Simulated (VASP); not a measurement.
A run of VASP 6.6.1:

The input INCAR:

```
PREC = Accurate
ENCUT = 520
EDIFF = 1E-6
ISMEAR = 0
SIGMA = 0.05
LREAL = F
LASPH = T
NELM = 60
ALGO = Normal
ISIF = 2
LWAVE = F
LCHARG = F
GGA = PE
NBANDS = 11
```

KPOINTS

```
Automatic mesh
0
Gamma
  12 12 12
```

File POSCAR:

```
SiC
1.0
    0.0000000000      2.1552902109      2.1552902109
    2.1552902109      0.0000000000      2.1552902109
    2.0446519801      2.0446519801      0.1106382308
Si C
1 1
Direct
    0.0000000000      0.0000000000      0.0000000000
    0.7500000000      0.7500000000      0.7500000000
```

Potentials or basis: VASP PAW PBE potentials, release 64 (Si, C).

Command:

```console
$ cat potpaw_PBE.64/Si/POTCAR potpaw_PBE.64/C/POTCAR > POTCAR
$ mpirun -np 1 vasp_std > vasp.out
```

Hardware: 1 thread of Intel Xeon 8259CL, on a shared host.

Estimate the wall time of this run.

Wall time 41 s on 1 thread of Intel Xeon 8259CL (shared host), peak memory 0.16 GiB. Counts: scf iterations 12, k points 189.
